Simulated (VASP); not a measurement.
Wanted: the native input for a VASP 6.6.1 run.

```yaml
Task: electric field gradients
Functional: LDA
Potentials_or_basis: VASP PAW LDA potentials, release 64 (Ti_sv, Al, C)
Cutoff: 520 eV
k_mesh: 12 × 12 × 4
Occupations: fermi-dirac, width 0.15 eV
Spin: no spin polarisation
Dipole_correction: no
Further_INCAR_settings: ALGO = Normal; EDIFF = 1e-08; NBANDS = 41
```

The structure of Ti2AlC lies in POSCAR:

```
Ti2AlC
1.0
    3.0130052360      0.0000000000      0.0000000000
   -1.5065026180      2.6093390761      0.0000000000
    0.0000000000      0.0000000000     13.5233498379
Ti Al C
4 2 2
Direct
    0.3333333333      0.6666666667      0.0837077118
    0.6666666667      0.3333333333      0.5837077118
    0.6666666667      0.3333333333      0.9162922882
    0.3333333333      0.6666666667      0.4162922882
    0.3333333333      0.6666666667      0.7500000000
    0.6666666667      0.3333333333      0.2500000000
    0.0000000000      0.0000000000      0.0000000000
    0.0000000000      0.0000000000      0.5000000000
```

The input as run:

INCAR

```
PREC = Accurate ; ENCUT = 520
EDIFF = 1E-8 ; ISMEAR = -1
SIGMA = 0.15 ; LREAL = False
LASPH = True ; NELM = 100
ALGO = Normal ; ISIF = 2
LWAVE = False ; LCHARG = False
GGA = CA ; LEFG = True
NBANDS = 41
```

KPOINTS

```
Automatic mesh
0
Gamma
  12 12 4
```

Potentials or basis: VASP PAW LDA potentials, release 64 (Ti_sv, Al, C).

The run is started by

```bash
$ cat potpaw_LDA.64/Ti_sv/POTCAR potpaw_LDA.64/Al/POTCAR potpaw_LDA.64/C/POTCAR > POTCAR
$ mpirun -np 1 vasp_std > vasp.out
```

It gave:

| Property | Result |
| --- | --- |
| Pressure | 0.4 GPa |
| Largest force | 0.047 eV/Å |
| Band gap on the k mesh | zero (bands 31 and 32 overlap by 1.74 eV) |
| Largest electric field gradient by atom | Ti +24.7; Al -48.1; C +3.0 V/Å² |

Caveat: without QUAD_EFG the Cq values of the log hold for a quadrupole moment of 1 mb, not for the nuclei.

Run time: 7.1 min on 1 thread of AMD EPYC 7R13 (shared host), peak memory 0.3 GiB.
